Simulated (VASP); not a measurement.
## KCl: single point with PBEsol

The system is KCl.

```
K Cl
1.0
     3.44162    0.00000    0.00000
     0.00000    3.44162    0.00000
     0.00000    0.00000    3.44162
K Cl
1 1
Direct
  0.00000 0.00000 0.00000
  0.50000 0.50000 0.50000
```

| Item | Value |
| --- | --- |
| Program | VASP 6.6.1 |
| Task | single point |
| Functional | PBEsol |
| Potentials or basis | VASP PAW PBE potentials, release 64 (K_sv, Cl) |
| Cutoff | 520 eV |
| k mesh | 7 × 7 × 7 |
| Occupations | fermi-dirac, width 0.05 eV |
| Spin | no spin polarisation |
| Dipole correction | no |
| Further INCAR settings | ALGO = Normal; EDIFF = 1e-07; NBANDS = 15 |

| Property | Result |
| --- | --- |
| Pressure | 10.3 GPa |
| Band gap on the k mesh | 5.88 eV, indirect (least direct gap 6.08 eV) |

Levels at points of the mesh, in eV from the valence-band top:
| k point | band 5 | band 6 | band 7 | band 8 | band 9 | band 10 | band 11 | band 12 |
| --- | --- | --- | --- | --- | --- | --- | --- | --- |
| (0.00, 0.00, 0.00) | -10.84 | -0.20 | -0.20 | -0.20 | 5.88 | 5.88 | 6.40 | 11.41 |

Wall time 5.9 s on 1 thread of Intel(R) Xeon(R) 6975P-C (Granite Rapids), with other jobs on the host, peak memory 0.15 GiB.

Caveat: the PAW data sets were made with another functional, which shifts forces and pressure a little. As with any semilocal functional, this PBEsol gap is likely too small.
